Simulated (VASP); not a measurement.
Here is a VASP 6.6.1 calculation.

INCAR

```
PREC = Accurate
ENCUT = 520
EDIFF = 1E-6
ISMEAR = -1
SIGMA = 0.05
LREAL = Auto
LASPH = True
NELM = 120
ALGO = Normal
ISIF = 2
LWAVE = False
LCHARG = True
GGA = PS
LELF = True
LVHAR = True
NBANDS = 254
ISYM = -1
GGA_COMPAT = False
```

KPOINTS

```
explicit points
1
Reciprocal
  0.25000000   0.25000000   0.25000000 1
```

The input POSCAR:

```
NaF
1.0
    9.2600000000      0.0000000000      0.0000000000
    0.0000000000      9.2600000000      0.0000000000
    0.0000000000      0.0000000000      9.2600000000
F Na
31 31
Direct
    0.2499020000      0.0005680000      0.9998570000
    0.2475220000      0.5005100000      0.9999210000
    0.2318730000      0.5004350000      0.4999150000
    0.7521590000      0.0006700000      0.9997390000
    0.7530310000      0.0004630000      0.4999100000
    0.7521300000      0.5005060000      0.9998860000
    0.7647460000      0.5007510000      0.4998940000
    0.0018370000      0.2481940000      0.9999480000
    0.0095080000      0.2420330000      0.4999070000
    0.0018740000      0.7529510000      0.9999150000
    0.0093670000      0.7591510000      0.4998210000
    0.4992770000      0.2468780000      0.9997640000
    0.4931040000      0.2290880000      0.4999020000
    0.4993040000      0.7542700000      0.9998220000
    0.4932280000      0.7721120000      0.4996700000
    0.0071960000      0.0005810000      0.2543190000
    0.0070900000      0.0005480000      0.7454730000
    0.0013880000      0.5005300000      0.2485140000
    0.0013290000      0.5005650000      0.7513790000
    0.4966240000      0.0006460000      0.2523990000
    0.4964080000      0.0005060000      0.7470370000
    0.4982080000      0.5005930000      0.2354110000
    0.4981840000      0.5005700000      0.7643400000
    0.2503000000      0.2440800000      0.2546600000
    0.2502410000      0.2441690000      0.7451450000
    0.2502790000      0.7568720000      0.2546250000
    0.2502380000      0.7569150000      0.7450090000
    0.7509210000      0.2484730000      0.2510430000
    0.7508980000      0.2485410000      0.7487210000
    0.7510220000      0.7527240000      0.2507660000
    0.7509370000      0.7526190000      0.7488480000
    0.9989270000      0.0005320000      0.9999410000
    0.9836860000      0.0006620000      0.4998610000
    0.9989160000      0.5005740000      0.9998920000
    0.9981810000      0.5004900000      0.4999380000
    0.5035730000      0.0005690000      0.9997470000
    0.5212150000      0.0006030000      0.4997100000
    0.5010540000      0.5005430000      0.9998740000
    0.2517160000      0.2542020000      0.9998380000
    0.2589680000      0.2746020000      0.4998570000
    0.2517640000      0.7468020000      0.9998110000
    0.2590660000      0.7262620000      0.4997650000
    0.7492120000      0.2529760000      0.9998600000
    0.7411240000      0.2596650000      0.4998500000
    0.7492030000      0.7481690000      0.9997720000
    0.7416360000      0.7418580000      0.4997870000
    0.2532320000      0.0004220000      0.2322810000
    0.2530620000      0.0005480000      0.7674310000
    0.2548520000      0.5004910000      0.2530680000
    0.2548610000      0.5004980000      0.7467350000
    0.7496160000      0.0005810000      0.2484550000
    0.7495580000      0.0006030000      0.7511470000
    0.7435030000      0.5006670000      0.2548860000
    0.7434040000      0.5006060000      0.7448150000
    0.0001880000      0.2526760000      0.2510090000
    0.0000760000      0.2526650000      0.7488240000
    0.0001490000      0.7484930000      0.2509060000
    0.0000710000      0.7484030000      0.7487600000
    0.5007360000      0.2572010000      0.2547780000
    0.5007490000      0.2571920000      0.7448580000
    0.5008470000      0.7439440000      0.2547530000
    0.5008090000      0.7439310000      0.7446770000
```

Potentials or basis: VASP PAW PBE potentials, release 64 (F, Na_pv).

Command:

```bash
$ cat potpaw_PBE.64/F/POTCAR potpaw_PBE.64/Na_pv/POTCAR > POTCAR
$ mpirun -np 1 vasp_std > vasp.out
```

Q: Estimate the band gap on the k mesh.

A: 5.73 eV.

Q: Estimate the largest force.

A: 0.035 eV/Å.

Forces on the atoms (eV/Å):
```
F    0.002 -0.003 -0.001
F   -0.002 -0.001  0.000
F    0.024  0.001 -0.001
F   -0.002 -0.004  0.003
F   -0.013  0.003 -0.002
F   -0.001  0.000  0.001
F   -0.013 -0.003 -0.001
F   -0.002  0.001 -0.001
F   -0.005 -0.010  0.000
F    0.000 -0.002 -0.001
F    0.002  0.014  0.001
F    0.003  0.001  0.001
F   -0.021  0.007 -0.003
F    0.001  0.000  0.000
F   -0.021 -0.011  0.000
F   -0.001  0.000  0.006
F    0.000  0.001 -0.006
F   -0.009  0.002 -0.001
F   -0.008  0.000 -0.002
F    0.001 -0.002 -0.004
F    0.005  0.002  0.005
F   -0.001 -0.001  0.015
F   -0.001  0.000 -0.015
F   -0.002 -0.001  0.000
F   -0.003  0.000  0.000
F   -0.003  0.002 -0.002
F   -0.004  0.001  0.001
F    0.002  0.003 -0.003
F    0.001  0.001  0.002
F    0.002 -0.003  0.002
F    0.002 -0.001 -0.002
Na   0.001  0.002 -0.002
Na   0.026 -0.001  0.001
Na   0.001 -0.001  0.001
Na  -0.006  0.001 -0.001
Na   0.001  0.001  0.000
Na  -0.026 -0.001  0.002
Na  -0.001  0.001 -0.001
Na   0.001  0.000  0.001
Na   0.006 -0.026  0.002
Na   0.001  0.000  0.000
Na   0.005  0.029  0.002
Na   0.001 -0.001  0.000
Na   0.017  0.001  0.000
Na   0.001  0.001  0.001
Na   0.009 -0.005  0.001
Na  -0.008  0.003  0.034
Na  -0.006 -0.001 -0.034
Na  -0.001  0.000 -0.006
Na  -0.002  0.000  0.005
Na   0.008  0.001  0.001
Na   0.007  0.000  0.000
Na   0.007 -0.002  0.000
Na   0.008  0.000  0.002
Na   0.000 -0.003  0.003
Na   0.002 -0.002 -0.004
Na   0.003  0.000  0.005
Na   0.004  0.004 -0.003
Na   0.004 -0.001 -0.003
Na   0.002 -0.002  0.004
Na   0.002  0.002 -0.003
Na   0.001  0.001  0.005
```

Caveat: the PAW data sets were made with another functional, which shifts forces and pressure a little.
